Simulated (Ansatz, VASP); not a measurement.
# C in VASP and in Ansatz

```xyz
2
Lattice="0.0000 1.8104 1.9462 1.8104 0.0000 1.9462 1.8104 1.8104 0.0000" Properties=species:S:1:pos:R:3 pbc="T T T"
C     1.8104    1.8104    1.9462
C     2.7156    2.7156    2.9193
```

Alike in both runs: task single point; functional PBE; k mesh 12 × 12 × 12; occupations gaussian, width 0.05 eV; no spin polarisation.

```csv
,VASP,Ansatz
version,VASP 6.6.1,Ansatz 0.2.0
potentials or method,"VASP PAW PBE potentials, release 64 (C), cutoff 520 eV","scalar-relativistic, plane waves, PAW"
valence electrons in the cell,8,8
```

VASP gave:

| Quantity | Value |
| --- | --- |
| gap on the k mesh at the Fermi level (eV) | 3.05 |
| least direct gap on the mesh (eV) | 4.67 |

**Question.** Which values does Ansatz return?

**Answer.** gap on the k mesh at the Fermi level (eV): 3.06; least direct gap on the mesh (eV): 4.67.

With one functional, cell and mesh, what is left measures potentials, basis and numerics.
